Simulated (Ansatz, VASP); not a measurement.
## MgB3: VASP beside Ansatz

```
Mg B
1.0
     2.56800   -4.44076    0.00000
     2.56800    4.44076    0.00000
     0.00000    0.00000    3.28562
Mg B
2 6
Direct
  0.66640 0.33360 0.25000
  0.33360 0.66640 0.75000
  0.11447 0.88553 0.25000
  0.88553 0.11447 0.75000
  0.11393 0.22916 0.25000
  0.88607 0.77084 0.75000
  0.22916 0.11393 0.75000
  0.77084 0.88607 0.25000
```

Alike in both runs: functional PBE; k mesh 4 × 4 × 6; occupations gaussian, width 0.1 eV; no spin polarisation.

Ansatz relaxed the structure, and its values are those at the end. VASP's run is a single point on that final structure, the one shown.

|  | VASP | Ansatz |
| --- | --- | --- |
| version | VASP 6.6.1 | Ansatz 0.2.0 |
| potentials or method | VASP PAW PBE potentials, release 64 (Mg, B), cutoff 600 eV | scalar-relativistic, plane waves, PAW |
| valence electrons in the cell | 22 | 38 |

VASP gave:

| Quantity | Value |
| --- | --- |
| gap on the k mesh at the Fermi level (eV) | none |
| pressure (GPa) | -0.3 |
| rms of the force components (eV/Å) | 0.008 |

Which values does Ansatz return?

gap on the k mesh at the Fermi level (eV): none; pressure (GPa): -0.1; rms of the force components (eV/Å): 0.012.

A gap of «none» marks a metal or a gap that the smearing closes. VASP's potentials hold 22 valence electrons a cell and Ansatz's 38, so a difference there can come from the potentials and not from the codes.
